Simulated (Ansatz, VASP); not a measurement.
# Ga in VASP and in Ansatz

```
CELL_PARAMETERS angstrom
5.76757 0.00000 0.00000
0.00000 5.76757 0.00000
-2.88379 -2.88379 4.54658
ATOMIC_POSITIONS crystal
Ga 0.25000 0.25000 0.00000
Ga 0.25000 0.25000 0.50000
Ga 0.75000 0.25000 0.50000
Ga 0.75000 0.25000 0.00000
Ga 0.25000 0.75000 0.50000
Ga 0.25000 0.75000 0.00000
Ga 0.75000 0.75000 0.00000
Ga 0.75000 0.75000 0.50000
```

Alike in both runs: task single point; functional PBE; k mesh 6 × 6 × 6; occupations gaussian, width 0.2 eV; no spin polarisation.

```csv
,VASP,Ansatz
version,VASP 6.6.1,Ansatz 0.2.0
potentials or method,"VASP PAW PBE potentials, release 64 (Ga_d), cutoff 520 eV","scalar-relativistic, plane waves, PAW"
valence electrons in the cell,104,104
```

```csv
,VASP,Ansatz,Ansatz less VASP
gap on the k mesh at the Fermi level (eV),none,none,-
pressure (GPa),0.4,0.3,-0.06
"traceless stress, the component that is largest in VASP (GPa)",-0.41,-0.40,+0.016
```

A gap of «none» marks a metal or a gap that the smearing closes.
